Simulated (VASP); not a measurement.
Set up this calculation in VASP 6.6.1, as the native input.

| Item | Value |
| --- | --- |
| Task | relaxation of cell and atoms |
| Functional | PBE |
| Potentials or basis | VASP PAW PBE potentials, release 64 (Hg, P) |
| Cutoff | 600 eV |
| k mesh | 8 × 8 × 8 |
| Occupations | gaussian, width 0.1 eV |
| Spin | no spin polarisation |
| Dipole correction | no |
| Further INCAR settings | ALGO = Normal; EDIFF = 1e-06; IBRION = 2; EDIFFG = -0.01; NSW = 100; ISIF = 3 |

The structure of Hg3P2 lies in POSCAR:

```
Hg3P2
1.0
    5.0513416424      0.0000000000      0.0000000000
    0.0000000000      5.0513416424      0.0000000000
    0.0000000000      0.0000000000      5.0513416424
Hg P
3 2
Direct
    0.0000000000      0.5000000000      0.5000000000
    0.5000000000      0.0000000000      0.5000000000
    0.5000000000      0.5000000000      0.0000000000
    0.0000000000      0.0000000000      0.0000000000
    0.5000000000      0.5000000000      0.5000000000
```

One way to write it, as run:

INCAR

```
  ALGO = Normal
  EDIFF = 1E-6
  EDIFFG = -0.01
  ENCUT = 600
  GGA = PE
  IBRION = 2
  ISIF = 3
  ISMEAR = 0
  LASPH = True
  LCHARG = False
  LREAL = False
  LWAVE = False
  NELM = 100
  NSW = 100
  PREC = Accurate
  SIGMA = 0.1
```

KPOINTS

```
k-points
0
Gamma
  8 8 8
```

Potentials or basis: VASP PAW PBE potentials, release 64 (Hg, P).

Command:

```console
$ cat potpaw_PBE.64/Hg/POTCAR potpaw_PBE.64/P/POTCAR > POTCAR
$ mpirun -np 1 vasp_std > vasp.out
```

It gave:

```yaml
Relaxed_volume: 26.25 Å³/atom
Relaxed_cell: a = 5.082 Å, b = 5.082 Å, c = 5.082 Å, α = 90.00°, β = 90.00°, γ = 90.00°
Space_group_after_relaxing_to_0.05_Å: Pm-3m (No. 221)
Energy_gained_by_relaxing: 1.1 meV/atom
Ionic_steps: 2
Pressure_after_relaxing: 0.0 GPa
Band_gap_on_the_k_mesh: zero (band 23 reaches 2.34 eV, above the bottom of band 24 at 1.90 eV)
```

Caveat: spin-orbit coupling is left out, which moves the levels of the heavy elements.

Run time: 90 s on 1 thread of Intel(R) Xeon(R) 6975P-C (Granite Rapids), with other jobs on the host, peak memory 0.33 GiB.
